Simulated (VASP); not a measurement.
Input of a VASP 6.6.1 run:

Contents of INCAR:

```
SYSTEM = TiO2
ALGO = Normal
EDIFF = 1E-7
ENCUT = 520
GGA = PE
ISIF = 2
ISMEAR = 0
LASPH = .True.
LCHARG = .False.
LREAL = .False.
LWAVE = .False.
NBANDS = 19
NELM = 100
PREC = Accurate
SIGMA = 0.02
```

Contents of KPOINTS:

```
k-points
0
Gamma
  12 12 4
  0 0 0
```

The input POSCAR:

```
TiO2
1.0
    2.9895502506      0.0000000000      0.0000000000
   -1.4947751253      2.5890264629      0.0000000000
    0.0000000000      0.0000000000      5.5116843215
Ti O
1 2
Direct
    0.0000000000      0.0000000000      0.5000000000
    0.3333333333      0.6666666667      0.6750443621
    0.6666666667      0.3333333333      0.3249556379
```

Potentials or basis: VASP PAW PBE potentials, release 64 (Ti_sv, O).

Command:

```console
$ cat potpaw_PBE.64/Ti_sv/POTCAR potpaw_PBE.64/O/POTCAR > POTCAR
$ mpirun -np 1 vasp_std > vasp.out
```

(1) Estimate the largest force.

(2) Predict the pressure.

Answers

(1) 0.060 eV/Å.

(2) 0.6 GPa.
